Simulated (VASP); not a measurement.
# SrCu2S2 in VASP: single point with HSE06

Aim: the single point of SrCu2S2 with HSE06.

Everything below comes from runs of VASP 6.6.1. Logs are shortened: lines on timing, memory, paths and dates and some standing lists are left out, and cuts for length are marked.

## (1) The cell of the first run

The typed cell holds 5 atoms: a = 4.076 Å, b = 4.076 Å, c = 6.748 Å, α = 90.00°, β = 90.00°, γ = 60.00°.

## (2) Single point, HSE06

File POSCAR:

```
SrCu2S2
1.0
    2.0378235700      3.5296136400      0.0000000000
   -2.0378235700      3.5296136400      0.0000000000
    0.0000000000      0.0000000000      6.7475752600
Cu Sr S
2 1 2
Direct
    0.3333000000      0.3334000000      0.3764900000
    0.6667000000      0.6666000000      0.6235100000
    0.0000000000      0.0000000000      0.0000000000
    0.3333000000      0.3334000000      0.7463000000
    0.6667000000      0.6666000000      0.2537000000
```

File INCAR.step1:

```
PREC = Accurate ; ENCUT = 520
EDIFF = 1E-5 ; ISMEAR = 1
SIGMA = 0.1349 ; LREAL = False
LASPH = True ; NELM = 80
ALGO = Normal ; ISIF = 2
LWAVE = True ; LCHARG = False
NBANDS = 30 ; GGA = PE
```

File INCAR.step2:

```
PREC = Accurate ; ENCUT = 520
EDIFF = 1E-7 ; ISMEAR = 1
SIGMA = 0.1349 ; LREAL = False
LASPH = True ; NELM = 80
ALGO = Normal ; ISIF = 2
LWAVE = False ; LCHARG = False
GGA = PE ; LHFCALC = True
HFSCREEN = 0.2079 ; PRECFOCK = Fast
NBANDS = 30 ; ISTART = 1
```

File KPOINTS:

```
Automatic mesh
0
Gamma
  2 2 1
```

Potentials or basis: VASP PAW PBE potentials, release 64 (Cu, Sr_sv, S).

On the command line:

```sh
$ cat potpaw_PBE.64/Cu/POTCAR potpaw_PBE.64/Sr_sv/POTCAR potpaw_PBE.64/S/POTCAR > POTCAR
$ cp INCAR.step1 INCAR
$ mpirun -np 1 vasp_std > vasp.out
$ cp INCAR.step2 INCAR
$ mpirun -np 1 vasp_std > vasp.out
```

OUTCAR:

```text
PREC = Accurate
   ENCUT = 520
   EDIFF = 1E-7
   ISMEAR = 1
   LREAL = False
   LASPH = True
   NELM = 80
   ISIF = 2
   GGA = PE
   LHFCALC = True
   HFSCREEN = 0.2079
   PRECFOCK = Fast
   ISTART = 1

 ion  position               nearest neighbor table
   1  0.333  0.333  0.376-   5 2.49   5 2.49   5 2.50   4 2.50   3 3.46   3 3.46   3 3.46
   2  0.667  0.667  0.624-   4 2.49   4 2.49   4 2.50   5 2.50   3 3.46   3 3.46   3 3.46
   3  0.000  0.000  0.000-   5 2.91   4 2.91   5 2.91   4 2.91   5 2.91   4 2.91   2 3.46   1 3.46
                             2 3.46   1 3.46   1 3.46   2 3.46
   4  0.333  0.333  0.746-   2 2.49   2 2.49   2 2.50   1 2.50   3 2.91   3 2.91   3 2.91
   5  0.667  0.667  0.254-   1 2.49   1 2.49   1 2.50   2 2.50   3 2.91   3 2.91   3 2.91

  LATTYP: Found a hexagonal cell.
 ALAT       =     4.0756468628
 C/A-ratio  =     1.6555838833

  Lattice vectors:

 A1 = (   2.0378235700,  -3.5296136400,   0.0000000000)
 A2 = (   2.0378235700,   3.5296136400,   0.0000000000)
 A3 = (   0.0000000000,   0.0000000000,   6.7475752600)

Analysis of symmetry for initial positions (statically):
=====================================================================
 Subroutine PRICEL returns:
 Original cell was already a primitive cell.

 Routine SETGRP: Setting up the symmetry group for a
 hexagonal supercell.

 Subroutine GETGRP returns: Found  4 space group operations
 (whereof  4 operations were pure point group operations)
 out of a pool of 24 trial point group operations.

The static configuration has the point symmetry C_2h.

Analysis of symmetry for dynamics (positions and initial velocities):
=====================================================================
 Subroutine PRICEL returns:
 Original cell was already a primitive cell.

 Routine SETGRP: Setting up the symmetry group for a
 hexagonal supercell.

 Subroutine GETGRP returns: Found  4 space group operations
 (whereof  4 operations were pure point group operations)
 out of a pool of 24 trial point group operations.

The dynamic configuration has the point symmetry C_2h.

 Subroutine INISYM returns: Found  4 space group operations
 (whereof  4 operations are pure point group operations),
 and found     1 'primitive' translations

[... 83 lines left out ...]
   NFREE  =      0    steps in history (QN), initial steepest desc. (CG)
   ISIF   =      2    stress and relaxation
   ISYM   =      3    0-nonsym 1-usesym 2-fastsym
   POTIM  = 0.5000    time-step for ionic-motion
   TEBEG  =    0.0;   TEEND  =   0.0 temperature during run
   PSTRESS=    0.0 pullay stress
   NELECT =      44.0000    total number of electrons
   NUPDOWN=      -1.0000    fix difference up-down
   EMIN   =  10.00;   EMAX   =-10.00  energy-range for DOS
   EFERMI =   0.00;   METHOD = LEGACY
   ISMEAR =     1;   SIGMA  =   0.13  broadening in eV -4-tet -1-fermi 0-gaus
   EFERMI_NEDOS =   21; number of points for ismear=-14 and -15
   IALGO  =     38    algorithm
   IMIX   =      1    mixing-type and parameters
     AMIX     =   0.40;   BMIX     =  1.00
     AMIX_MAG =   1.60;   BMIX_MAG =  1.00
  volume/ion in A,a.u.               =      19.41       131.01
  Fermi-wavevector in a.u.,A,eV,Ry     =   1.257579  2.376479 21.517676  1.581505
  Thomas-Fermi vector in A             =   2.391231
   LORBIT       =      0    0 simple, 1 ext, 2 COOP (PROOUT), +10 PAW based schemes
   GGA     = PE    functional components
   LHFCALC =     T    Hartree Fock is set to
   PRECFOCK=fast      Normal, Fast or Accurate (Low or Medium for compatibility)
   ENCUT4O =  -1.0   cutoff for four orbital integrals eV
   NKREDX  =     1    reduce k-point grid by
   NKREDY  =     1    reduce k-point grid by
   NKREDZ  =     1    reduce k-point grid by
   AEXX    =    0.2500 exact exchange contribution
   HFSCREEN=    0.2079 screening length (either q_TF or 0.3 A-1)
   HFSCREENC=   0.2079 screening length for correlation (either q_TF or 0.3 A-1)
   ENCUTFOCK=  -1.0 apply spherical cutoff to Coloumb kernel
   IVDW    =     0    specifies the selected vdW correction
   LEPSILON=     F    determine dielectric tensor
   LRPA    =     F    only Hartree local field effects (RPA)
 non-spin polarized calculation
 Methfessel and Paxton  Order N= 1 SIGMA  =   0.13
  energy-cutoff  :      520.00
  volume of cell :       97.07
 maximum number of plane-waves:      2602
  NGX = 18; NGY = 18; NGZ = 30

 number of electron      43.9999996 magnetization

 Free energy of the ion-electron system (eV)
  ---------------------------------------------------
  ext. energy  EPLUGINS =         0.00000000
  ---------------------------------------------------
  free energy    TOTEN  =       -24.72161472 eV

  energy without entropy =      -24.72841094  energy(sigma->0) =      -24.72388013

 E-fermi :   3.7698     XC(G=0):  -8.3278

 val. band max:        3.6845068334   @ k =   0.0000   0.0000   0.0000
 cond. band min:       6.0867178100   @ k =   0.0000   0.0000   0.0000
 fundamental gap:      2.4022109766
 Fermi energy:         3.7697975645

 k-point     1 :       0.0000    0.0000    0.0000
  band No.  band energies     occupation
      1     -32.9805      2.00000
      2     -14.1347      2.00000
      3     -13.6847      2.00000
      4     -13.6844      2.00000
      5     -10.4440      2.00000
      6      -9.3558      2.00000
[... 88 lines left out ...]
     29      11.6493      0.00000
     30      11.8464      0.00000

------------------------ aborting loop because EDIFF is reached ----------------------------------------

  FORCE on cell =-STRESS in cart. coord.  units (eV):
  Direction    XX          YY          ZZ          XY          YZ          ZX
  --------------------------------------------------------------------------------------
  -------------------------------------------------------------------------------------
  Total       -0.3367038     -0.3446076     -4.4746367     -0.0068450      0.0022415     -0.0038828
  in kB       -5.5575977     -5.6880579    -73.8578879     -0.1129828      0.0369981     -0.0640892
  external PRESSURE =     -28.3678478 kB  Pullay stress =       0.0000000 kB

 VOLUME and BASIS-vectors are now :
 -----------------------------------------------------------------------------
  energy-cutoff  :      520.00
  volume of cell :       97.07
      direct lattice vectors                 reciprocal lattice vectors
     2.037823570  3.529613640  0.000000000     0.245359808  0.141658564  0.000000000
    -2.037823570  3.529613640  0.000000000    -0.245359808  0.141658564  0.000000000
     0.000000000  0.000000000  6.747575260     0.000000000  0.000000000  0.148201385

 POSITION                                       TOTAL-FORCE (eV/Angst)
 -----------------------------------------------------------------------------------
     -0.00020      2.35319      2.54039        -0.000152      0.000088      0.166878
      0.00020      4.70603      4.20718         0.000152     -0.000088     -0.166878
      0.00000      0.00000      0.00000        -0.000000      0.000000     -0.000000
     -0.00020      2.35319      5.03572         0.000937     -0.000541     -0.462605
      0.00020      4.70603      1.71186        -0.000937      0.000541      0.462605
 -----------------------------------------------------------------------------------
    total drift:                                0.000004     -0.000000     -0.000002

  FREE ENERGIE OF THE ION-ELECTRON SYSTEM (eV)
  ---------------------------------------------------
  free  energy   TOTEN  =       -24.7216147204 eV

  energy  without entropy=      -24.7284109427  energy(sigma->0) =      -24.72388013
```

Wall time 8.9 min (1 thread of AMD EPYC 7R13, shared host); peak memory 0.3 GiB.

Results:

```yaml
Free_energy: -24.7216 eV
Pressure: -2.8 GPa
Largest_force: 0.463 eV/Å
Band_gap_on_the_k_mesh: 2.40 eV, direct
```

Forces on the atoms (eV/Å):
```
Cu   0.000  0.000  0.167
Cu   0.000  0.000 -0.167
Sr   0.000  0.000  0.000
S    0.001 -0.001 -0.463
S   -0.001  0.001  0.463
```

Stress tensor (GPa, compression positive):
```
-0.56 -0.01 -0.01
-0.01 -0.57  0.00
-0.01  0.00 -7.39
```

Levels at points of the mesh, in eV from the valence-band top:
```
           k point  band 18  band 19  band 20  band 21  band 22  band 23  band 24  band 25  band 26  band 27
(0.00, 0.00, 0.00)    -0.85    -0.83    -0.10    -0.07     0.00     2.40     3.77     4.58     5.23     5.23
(0.50, 0.00, 0.00)    -1.91    -1.79    -1.72    -1.63    -0.84     3.36     4.88     5.63     7.27     7.72
(0.00, 0.50, 0.00)    -1.91    -1.79    -1.72    -1.63    -0.84     3.36     4.88     5.63     7.27     7.72
```

Caveat: the k points lie up to 0.93 Å⁻¹ apart; the PAW data sets were made with another functional, which shifts forces and pressure a little.
